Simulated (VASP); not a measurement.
# Al2O3 (P-6m2) in VASP: a series of runs

Al2O3 is run at these levels: r2SCAN; tasks: single point.

All numbers are computed with VASP 6.6.1; they aren't measurements. Logs are shortened: lines on timing, memory, paths and dates and some standing lists are left out, and cuts for length are marked.

## 1. The cell of the first run

Symmetry: P-6m2, No. 187, hexagonal system. Conventional cell: a = 2.841 Å, b = 2.841 Å, c = 9.617 Å, α = 90.00°, β = 90.00°, γ = 120.00°. Within 2.4 Å of Al (site symmetry 3m) lie 6 O at 1.78 to 2.18 Å. O (site symmetry 3m) has 3 Al at 1.78 Å within 2.4 Å. Within 2.9 Å of O (site symmetry -6m2) lie 6 Al at 2.18 Å and 12 O at 2.69 to 2.84 Å.

## 2. Single point, r2SCAN (strain -0.015 along x and y, +0.030 along z)

POSCAR reads:

```
Al2O3
1.0
    2.8410600741      0.0000000000      0.0000000000
   -1.4205300371      2.4604301978      0.0000000000
    0.0000000000      0.0000000000      9.6168570938
Al O
2 3
Direct
    0.0000000000      0.0000000000      0.1499923300
    0.0000000000      0.0000000000      0.8500076700
    0.3333333333      0.6666666667      0.2223169200
    0.6666666667      0.3333333333      0.0000000000
    0.3333333333      0.6666666667      0.7776830800
```

INCAR.step1 reads:

```
ALGO = Normal ; EDIFF = 1E-4
ENCUT = 520 ; GGA = PE
ISMEAR = 0 ; LASPH = True
LCHARG = False ; LREAL = False
LWAVE = True ; NBANDS = 20
NELM = 100 ; PREC = Accurate
SIGMA = 0.05
```

INCAR.step2 reads:

```
ALGO = Normal ; EDIFF = 1E-6
ENCUT = 520 ; ISIF = 2
ISMEAR = 0 ; ISTART = 1
LASPH = True ; LCHARG = True
LELF = True ; LMIXTAU = True
LREAL = False ; LVHAR = True
LWAVE = False ; METAGGA = R2SCAN
NBANDS = 20 ; NELM = 100
PREC = Accurate ; SIGMA = 0.05
```

KPOINTS reads:

```
k-points
0
Gamma
  12 12 4
```

Potentials or basis: VASP PAW PBE potentials, release 64 (Al, O).

The run is started by

```console
$ cat potpaw_PBE.64/Al/POTCAR potpaw_PBE.64/O/POTCAR > POTCAR
$ cp INCAR.step1 INCAR
$ mpirun -np 1 vasp_std > vasp.out
$ cp INCAR.step2 INCAR
$ mpirun -np 1 vasp_std > vasp.out
```

OUTCAR:

```text
EDIFF = 1E-6
   ENCUT = 520
   ISIF = 2
   ISMEAR = 0
   ISTART = 1
   LASPH = True
   LREAL = False
   METAGGA = R2SCAN
   NELM = 100
   PREC = Accurate

 ion  position               nearest neighbor table
   1  0.000  0.000  0.150-   3 1.78   3 1.78   3 1.78   4 2.18   4 2.18   4 2.18   2 2.88
   2  0.000  0.000  0.850-   5 1.78   5 1.78   5 1.78   4 2.18   4 2.18   4 2.18   1 2.88
   3  0.333  0.667  0.222-   1 1.78   1 1.78   1 1.78
   4  0.667  0.333  0.000-   1 2.18   2 2.18   1 2.18   2 2.18   1 2.18   2 2.18
   5  0.333  0.667  0.778-   2 1.78   2 1.78   2 1.78

  LATTYP: Found a hexagonal cell.
 ALAT       =     2.8410600741
 C/A-ratio  =     3.3849538000

  Lattice vectors:

 A1 = (   2.8410600741,   0.0000000000,   0.0000000000)
 A2 = (  -1.4205300371,   2.4604301978,   0.0000000000)
 A3 = (   0.0000000000,   0.0000000000,   9.6168570938)

Analysis of symmetry for initial positions (statically):
=====================================================================
 Subroutine PRICEL returns:
 Original cell was already a primitive cell.

 Routine SETGRP: Setting up the symmetry group for a
 hexagonal supercell.

 Subroutine GETGRP returns: Found 12 space group operations
 (whereof 12 operations were pure point group operations)
 out of a pool of 24 trial point group operations.

The static configuration has the point symmetry D_3h.

Analysis of symmetry for dynamics (positions and initial velocities):
=====================================================================
 Subroutine PRICEL returns:
 Original cell was already a primitive cell.

 Routine SETGRP: Setting up the symmetry group for a
 hexagonal supercell.

 Subroutine GETGRP returns: Found 12 space group operations
 (whereof 12 operations were pure point group operations)
 out of a pool of 24 trial point group operations.

The dynamic configuration has the point symmetry D_3h.

 Subroutine INISYM returns: Found 12 space group operations
 (whereof 12 operations are pure point group operations),
 and found     1 'primitive' translations

----------------------------------------------------------------------------------------

                                     Primitive cell

  volume of cell :      67.2240

[... 93 lines left out ...]
   NELM   =    100;   NELMIN=  2; NELMDL=  0     # of ELM steps
   EDIFF  = 0.1E-05   stopping-criterion for ELM
   LREAL  =      F    real-space projection
   EDIFFG = 0.1E-04   stopping-criterion for IOM
   NSW    =      0    number of steps for IOM
   IBRION =     -1    ionic relax: 0-MD 1-quasi-New 2-CG
   NFREE  =      0    steps in history (QN), initial steepest desc. (CG)
   ISIF   =      2    stress and relaxation
   ISYM   =      2    0-nonsym 1-usesym 2-fastsym
   POTIM  = 0.5000    time-step for ionic-motion
   TEBEG  =    0.0;   TEEND  =   0.0 temperature during run
   PSTRESS=    0.0 pullay stress
   NELECT =      24.0000    total number of electrons
   NUPDOWN=      -1.0000    fix difference up-down
   EMIN   =  10.00;   EMAX   =-10.00  energy-range for DOS
   EFERMI =   0.00;   METHOD = LEGACY
   ISMEAR =     0;   SIGMA  =   0.05  broadening in eV -4-tet -1-fermi 0-gaus
   EFERMI_NEDOS =   21; number of points for ismear=-14 and -15
   IALGO  =     38    algorithm
   IMIX   =      4    mixing-type and parameters
     AMIX     =   0.40;   BMIX     =  1.00
     AMIX_MAG =   1.60;   BMIX_MAG =  1.00
  volume/ion in A,a.u.               =      13.44        90.73
  Fermi-wavevector in a.u.,A,eV,Ry     =   1.161369  2.194670 18.351250  1.348779
  Thomas-Fermi vector in A             =   2.297942
   LORBIT       =      0    0 simple, 1 ext, 2 COOP (PROOUT), +10 PAW based schemes
   METAGGA = R2SCAN    functional components
   LHFCALC =     F    Hartree Fock is set to
   AEXX    =    0.0000 exact exchange contribution
   IVDW    =     0    specifies the selected vdW correction
   LEPSILON=     F    determine dielectric tensor
   LRPA    =     F    only Hartree local field effects (RPA)
 non-spin polarized calculation
 Gauss-broadening in eV      SIGMA  =   0.05
  energy-cutoff  :      520.00
  volume of cell :       67.22
 maximum number of plane-waves:      1824
 NGX is ok and might be reduce to    24
   NGX = 11   NGY = 11   NGZ = 35

 number of electron      23.9999987 magnetization

 Free energy of the ion-electron system (eV)
  ---------------------------------------------------
  ext. energy  EPLUGINS =         0.00000000
  ---------------------------------------------------
  free energy    TOTEN  =       -46.74043090 eV

  energy without entropy =      -46.74043090  energy(sigma->0) =      -46.74043090

 E-fermi :   0.4796     XC(G=0):  -8.6949

 val. band max:        0.2607069119   @ k =   0.1667   0.0000   0.0000
 cond. band min:       6.2833702587   @ k =   0.0000   0.0000   0.0000
 fundamental gap:      6.0226633468
 Fermi energy:         0.4795635905

 k-point     1 :       0.0000    0.0000    0.0000
  band No.  band energies     occupation
      1     -19.2680      2.00000
      2     -18.4410      2.00000
      3     -17.2251      2.00000
      4      -4.8237      2.00000
      5      -1.9173      2.00000
      6      -1.0207      2.00000
[... 541 lines left out ...]
     19      14.6510      0.00000
     20      15.8044      0.00000

 [... further k-points ...]

------------------------ aborting loop because EDIFF is reached ----------------------------------------

  FORCE on cell =-STRESS in cart. coord.  units (eV):
  Direction    XX          YY          ZZ          XY          YZ          ZX
  --------------------------------------------------------------------------------------
  -------------------------------------------------------------------------------------
  Total        0.4442053      0.4442053     -3.7556039     -0.0000000     -0.0000000      0.0000000
  in kB       10.5869212     10.5869212    -89.5088000     -0.0000000     -0.0000000      0.0000000
  external PRESSURE =     -22.7783192 kB  Pullay stress =       0.0000000 kB

 VOLUME and BASIS-vectors are now :
 -----------------------------------------------------------------------------
  energy-cutoff  :      520.00
  volume of cell :       67.22
      direct lattice vectors                 reciprocal lattice vectors
     2.841060074  0.000000000  0.000000000     0.351981294  0.203216495  0.000000000
    -1.420530037  2.460430198  0.000000000     0.000000000  0.406432989  0.000000000
     0.000000000  0.000000000  9.616857094     0.000000000  0.000000000  0.103984076

 POSITION                                       TOTAL-FORCE (eV/Angst)
 -----------------------------------------------------------------------------------
      0.00000      0.00000      1.44245         0.000000      0.000000     -0.489719
      0.00000      0.00000      8.17440        -0.000000      0.000000      0.489719
     -0.00000      1.64029      2.13799         0.000000      0.000000     -0.527596
      1.42053      0.82014      0.00000         0.000000      0.000000      0.000000
     -0.00000      1.64029      7.47887         0.000000      0.000000      0.527596
 -----------------------------------------------------------------------------------
    total drift:                                0.000009     -0.000005      0.000000

  FREE ENERGIE OF THE ION-ELECTRON SYSTEM (eV)
  ---------------------------------------------------
  free  energy   TOTEN  =       -46.7404309034 eV

  energy  without entropy=      -46.7404309034  energy(sigma->0) =      -46.74043090
```

OSZICAR.step1:

```text
N       E                     dE             d eps       ncg     rms          rms(c)
DAV:   1     0.120532167662E+03    0.12053E+03   -0.12200E+04  2280   0.107E+03
DAV:   2    -0.321701696795E+02   -0.15270E+03   -0.14878E+03  2764   0.253E+02
DAV:   3    -0.407299832724E+02   -0.85598E+01   -0.85277E+01  3032   0.619E+01
DAV:   4    -0.408182389146E+02   -0.88256E-01   -0.88229E-01  2892   0.686E+00
DAV:   5    -0.408197342682E+02   -0.14954E-02   -0.14953E-02  2908   0.851E-01    0.128E+01
DAV:   6    -0.363663868254E+02    0.44533E+01   -0.14158E+01  2488   0.269E+01    0.463E+00
DAV:   7    -0.363498424629E+02    0.16544E-01   -0.44883E-01  2768   0.453E+00    0.251E+00
DAV:   8    -0.363206524153E+02    0.29190E-01   -0.47231E-02  2956   0.204E+00    0.913E-01
DAV:   9    -0.363129544966E+02    0.76979E-02   -0.21016E-02  3008   0.121E+00    0.189E-01
DAV:  10    -0.363129316977E+02    0.22799E-04   -0.32764E-03  2748   0.375E-01    0.137E-01
DAV:  11    -0.363130964326E+02   -0.16473E-03   -0.35499E-03  2560   0.558E-01    0.854E-02
DAV:  12    -0.363130638689E+02    0.32564E-04   -0.54392E-04  2604   0.169E-01
   1 F= -.36313064E+02 E0= -.36313064E+02  d E =-.574612E-17
```

Run time: 13 min. Hardware: 1 thread of AMD EPYC 7R13, shared host; peak memory 0.2 GiB.

Results:

- Free energy: -46.7404 eV
- Pressure: -2.3 GPa
- Largest force: 0.528 eV/Å
- Band gap on the k mesh: 6.02 eV (least direct gap 6.18 eV)

Forces on the atoms (eV/Å):
```
Al   0.000  0.000 -0.490
Al   0.000  0.000  0.490
O    0.000  0.000 -0.528
O    0.000  0.000  0.000
O    0.000  0.000  0.528
```

Stress tensor (GPa, compression positive):
```
 1.06  0.00  0.00
 0.00  1.06  0.00
 0.00  0.00 -8.95
```

Levels at points of the mesh, in eV from the valence-band top:
| k point | band 8 | band 9 | band 10 | band 11 | band 12 | band 13 | band 14 | band 15 | band 16 | band 17 |
| --- | --- | --- | --- | --- | --- | --- | --- | --- | --- | --- |
| (0.00, 0.00, 0.00) | -1.13 | -1.13 | -0.24 | -0.15 | -0.15 | 6.02 | 8.72 | 9.06 | 10.35 | 13.97 |
| (0.50, 0.00, 0.00) | -2.23 | -1.87 | -0.81 | -0.79 | -0.58 | 9.14 | 9.92 | 10.21 | 11.97 | 13.43 |
| (0.00, 0.00, 0.50) | -1.13 | -1.13 | -0.27 | -0.15 | -0.15 | 6.15 | 8.18 | 9.38 | 10.61 | 13.72 |
| (0.50, 0.00, 0.50) | -2.24 | -1.87 | -0.81 | -0.79 | -0.57 | 9.16 | 9.89 | 10.25 | 11.81 | 13.83 |

Caveat: the cell differs from its parent crystal (strain -0.015 along x and y, +0.030 along z); the stress differs along the axes, from -9 to 1 GPa; the PAW data sets were made with another functional, which shifts forces and pressure a little. A k mesh can miss the band edges.

## 3. Single point, r2SCAN (strain +0.000 along x and y, +0.030 along z)

Changes to POSCAR since step 2:

```diff
@@ -2,4 +2,4 @@
 1.0
-    2.8410600741      0.0000000000      0.0000000000
-   -1.4205300371      2.4604301978      0.0000000000
+    2.8843249483      0.0000000000      0.0000000000
+   -1.4421624742      2.4978986780      0.0000000000
     0.0000000000      0.0000000000      9.6168570938
```

INCAR.step1 reads:

```
SYSTEM = Al2O3
ALGO = Normal
EDIFF = 1E-4
ENCUT = 520
GGA = PE
ISMEAR = 0
LASPH = .True.
LCHARG = .False.
LREAL = .False.
LWAVE = .True.
NBANDS = 20
NELM = 80
PREC = Accurate
SIGMA = 0.05
```

INCAR.step2 reads:

```
SYSTEM = Al2O3
ALGO = Normal
EDIFF = 1E-6
ENCUT = 520
ISIF = 2
ISMEAR = 0
ISTART = 1
LASPH = .True.
LCHARG = .False.
LMIXTAU = .True.
LREAL = .False.
LWAVE = .False.
METAGGA = R2SCAN
NBANDS = 20
NELM = 80
PREC = Accurate
SIGMA = 0.05
```

KPOINTS reads:

```
k-points
0
Gamma
  12 12 4
  0 0 0
```

Potentials or basis: VASP PAW PBE potentials, release 64 (Al, O).

The run is started by

```console
$ cat potpaw_PBE.64/Al/POTCAR potpaw_PBE.64/O/POTCAR > POTCAR
$ cp INCAR.step1 INCAR
$ mpirun -np 1 vasp_std > vasp.out
$ cp INCAR.step2 INCAR
$ mpirun -np 1 vasp_std > vasp.out
```

OUTCAR:

```text
SYSTEM = Al2O3
   EDIFF = 1E-6
   ENCUT = 520
   ISIF = 2
   ISMEAR = 0
   ISTART = 1
   LASPH = .True.
   LREAL = .False.
   METAGGA = R2SCAN
   NELM = 80
   PREC = Accurate

 ion  position               nearest neighbor table
   1  0.000  0.000  0.150-   3 1.80   3 1.80   3 1.80   4 2.20   4 2.20   4 2.20   2 2.88
   2  0.000  0.000  0.850-   5 1.80   5 1.80   5 1.80   4 2.20   4 2.20   4 2.20   1 2.88
   3  0.333  0.667  0.222-   1 1.80   1 1.80   1 1.80
   4  0.667  0.333  0.000-   1 2.20   2 2.20   1 2.20   2 2.20   1 2.20   2 2.20
   5  0.333  0.667  0.778-   2 1.80   2 1.80   2 1.80

  LATTYP: Found a hexagonal cell.
 ALAT       =     2.8843249483
 C/A-ratio  =     3.3341794930

  Lattice vectors:

 A1 = (   2.8843249483,   0.0000000000,   0.0000000000)
 A2 = (  -1.4421624742,   2.4978986780,   0.0000000000)
 A3 = (   0.0000000000,   0.0000000000,   9.6168570938)

Analysis of symmetry for initial positions (statically):
=====================================================================
 Subroutine PRICEL returns:
 Original cell was already a primitive cell.

 Routine SETGRP: Setting up the symmetry group for a
 hexagonal supercell.

 Subroutine GETGRP returns: Found 12 space group operations
 (whereof 12 operations were pure point group operations)
 out of a pool of 24 trial point group operations.

The static configuration has the point symmetry D_3h.

Analysis of symmetry for dynamics (positions and initial velocities):
=====================================================================
 Subroutine PRICEL returns:
 Original cell was already a primitive cell.

 Routine SETGRP: Setting up the symmetry group for a
 hexagonal supercell.

 Subroutine GETGRP returns: Found 12 space group operations
[... 126 lines left out ...]
   IALGO  =     38    algorithm
   IMIX   =      4    mixing-type and parameters
     AMIX     =   0.40;   BMIX     =  1.00
     AMIX_MAG =   1.60;   BMIX_MAG =  1.00
  volume/ion in A,a.u.               =      13.86        93.51
  Fermi-wavevector in a.u.,A,eV,Ry     =   1.149726  2.172668 17.985146  1.321871
  Thomas-Fermi vector in A             =   2.286394
   LORBIT       =      0    0 simple, 1 ext, 2 COOP (PROOUT), +10 PAW based schemes
   METAGGA = R2SCAN    functional components
   LHFCALC =     F    Hartree Fock is set to
   AEXX    =    0.0000 exact exchange contribution
   IVDW    =     0    specifies the selected vdW correction
   LEPSILON=     F    determine dielectric tensor
   LRPA    =     F    only Hartree local field effects (RPA)
 non-spin polarized calculation
 Gauss-broadening in eV      SIGMA  =   0.05
  energy-cutoff  :      520.00
  volume of cell :       69.29
 maximum number of plane-waves:      1896
 NGX is ok and might be reduce to    24
   NGX = 11   NGY = 11   NGZ = 35

 number of electron      23.9999980 magnetization

 Free energy of the ion-electron system (eV)
  ---------------------------------------------------
  ext. energy  EPLUGINS =         0.00000000
  ---------------------------------------------------
  free energy    TOTEN  =       -46.70983426 eV

  energy without entropy =      -46.70983426  energy(sigma->0) =      -46.70983426

 E-fermi :   0.4050     XC(G=0):  -8.5939

 val. band max:        0.1428367822   @ k =   0.1667   0.0000   0.0000
 cond. band min:       5.7489526340   @ k =   0.0000   0.0000   0.0000
 fundamental gap:      5.6061158518
 Fermi energy:         0.4049833147

 k-point     1 :       0.0000    0.0000    0.0000
  band No.  band energies     occupation
      1     -19.2333      2.00000
      2     -18.4127      2.00000
      3     -17.2596      2.00000
      4      -4.8002      2.00000
      5      -1.9761      2.00000
      6      -1.1948      2.00000
[... 541 lines left out ...]
     19      14.1321      0.00000
     20      15.2274      0.00000

 [... further k-points ...]

------------------------ aborting loop because EDIFF is reached ----------------------------------------

  FORCE on cell =-STRESS in cart. coord.  units (eV):
  Direction    XX          YY          ZZ          XY          YZ          ZX
  --------------------------------------------------------------------------------------
  -------------------------------------------------------------------------------------
  Total       -2.5922697     -2.5922697     -4.1308414      0.0000000      0.0000000     -0.0000000
  in kB      -59.9430168    -59.9430168    -95.5205763      0.0000000      0.0000000     -0.0000000
  external PRESSURE =     -71.8022033 kB  Pullay stress =       0.0000000 kB

 VOLUME and BASIS-vectors are now :
 -----------------------------------------------------------------------------
  energy-cutoff  :      520.00
  volume of cell :       69.29
      direct lattice vectors                 reciprocal lattice vectors
     2.884324948  0.000000000  0.000000000     0.346701574  0.200168247  0.000000000
    -1.442162474  2.497898678  0.000000000     0.000000000  0.400336494  0.000000000
     0.000000000  0.000000000  9.616857094     0.000000000  0.000000000  0.103984076

 POSITION                                       TOTAL-FORCE (eV/Angst)
 -----------------------------------------------------------------------------------
      0.00000      0.00000      1.44245         0.000000      0.000000     -0.145617
      0.00000      0.00000      8.17440        -0.000000      0.000000      0.145617
     -0.00000      1.66527      2.13799         0.000000     -0.000000     -0.847902
      1.44216      0.83263      0.00000         0.000000      0.000000      0.000000
     -0.00000      1.66527      7.47887         0.000000     -0.000000      0.847902
 -----------------------------------------------------------------------------------
    total drift:                                0.000006     -0.000003      0.000000

  FREE ENERGIE OF THE ION-ELECTRON SYSTEM (eV)
  ---------------------------------------------------
  free  energy   TOTEN  =       -46.7098342608 eV

  energy  without entropy=      -46.7098342608  energy(sigma->0) =      -46.70983426
```

OUTCAR.step1:

```text
SYSTEM = Al2O3
   EDIFF = 1E-4
   ENCUT = 520
   GGA = PE
   ISMEAR = 0
[... 786 lines left out ...]
      0.00000      0.00000      8.17440        -0.000000      0.000000      0.303441
     -0.00000      1.66527      2.13799         0.000000     -0.000000     -0.387622
      1.44216      0.83263      0.00000        -0.000000     -0.000000     -0.000000
     -0.00000      1.66527      7.47887         0.000000     -0.000000      0.387622
 -----------------------------------------------------------------------------------
    total drift:                                0.000000     -0.000000      0.000000

  FREE ENERGIE OF THE ION-ELECTRON SYSTEM (eV)
  ---------------------------------------------------
  free  energy   TOTEN  =       -36.3485172712 eV

  energy  without entropy=      -36.3485172712  energy(sigma->0) =      -36.34851727
```

It took 11 min on 1 thread of AMD EPYC 7R13, shared host; peak memory 0.2 GiB.

What came out:

| Item | Value |
| --- | --- |
| Free energy | -46.7098 eV |
| Pressure | -7.2 GPa |
| Largest force | 0.848 eV/Å |
| Band gap on the k mesh | 5.61 eV (least direct gap 5.82 eV) |

Forces in eV/Å, atoms in the order of the input:
```
Al   0.000  0.000 -0.146
Al   0.000  0.000  0.146
O    0.000  0.000 -0.848
O    0.000  0.000  0.000
O    0.000  0.000  0.848
```

Levels at points of the mesh, in eV from the valence-band top:
```tsv
k point	band 8	band 9	band 10	band 11	band 12	band 13	band 14	band 15	band 16	band 17
(0.00, 0.00, 0.00)	-1.18	-1.18	-0.28	-0.28	-0.21	5.61	8.43	8.62	10.10	13.71
(0.50, 0.00, 0.00)	-2.18	-1.90	-0.84	-0.79	-0.57	8.78	9.61	9.93	11.77	13.13
(0.00, 0.00, 0.50)	-1.18	-1.18	-0.28	-0.28	-0.24	5.72	7.89	8.98	10.32	13.56
(0.50, 0.00, 0.50)	-2.18	-1.90	-0.84	-0.79	-0.56	8.80	9.58	9.97	11.60	13.52
```

Caveat: the cell differs from its parent crystal (strain +0.000 along x and y, +0.030 along z); the cell stands under tension; the PAW data sets were made with another functional, which shifts forces and pressure a little. A k mesh can miss the band edges.

(Continued in part 2 of 2.)
